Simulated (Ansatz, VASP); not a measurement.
**PtS2 in VASP and in Ansatz**

```
Pt S
1.0
     3.58307    0.00000    0.00000
    -1.79153    3.10303    0.00000
     0.00000    0.00000    4.66399
Pt S
1 2
Direct
  0.00000 0.00000 0.00000
  0.33333 0.66667 0.25863
  0.66667 0.33333 0.74137
```

Alike in both runs: functional PBE; dispersion D3(BJ); k mesh 12 × 12 × 8; occupations gaussian, width 0.01 eV; no spin polarisation.

Ansatz relaxed the structure, and its values are those at the end. VASP's run is a single point on that final structure, the one shown.

|  | VASP | Ansatz |
| --- | --- | --- |
| version | VASP 6.6.1 | Ansatz 0.2.0 |
| potentials or method | VASP PAW PBE potentials, release 64 (Pt, S), cutoff 520 eV | scalar-relativistic, plane waves, PAW |
| valence electrons in the cell | 22 | 30 |

|  | VASP | Ansatz | Ansatz less VASP |
| --- | --- | --- | --- |
| gap on the k mesh at the Fermi level (eV) | 0.07 | 0.06 | -0.011 |
| least direct gap on the mesh (eV) | 0.69 | 0.69 | -0.006 |
| pressure (GPa) | -0.5 | 0.0 | +0.45 |
| rms of the force components (eV/Å) | 0.019 | 0.000 | -0.0182 |

VASP's potentials hold 22 valence electrons a cell and Ansatz's 30, so a difference there can come from the potentials and not from the codes.

Neither program's run includes spin-orbit coupling.
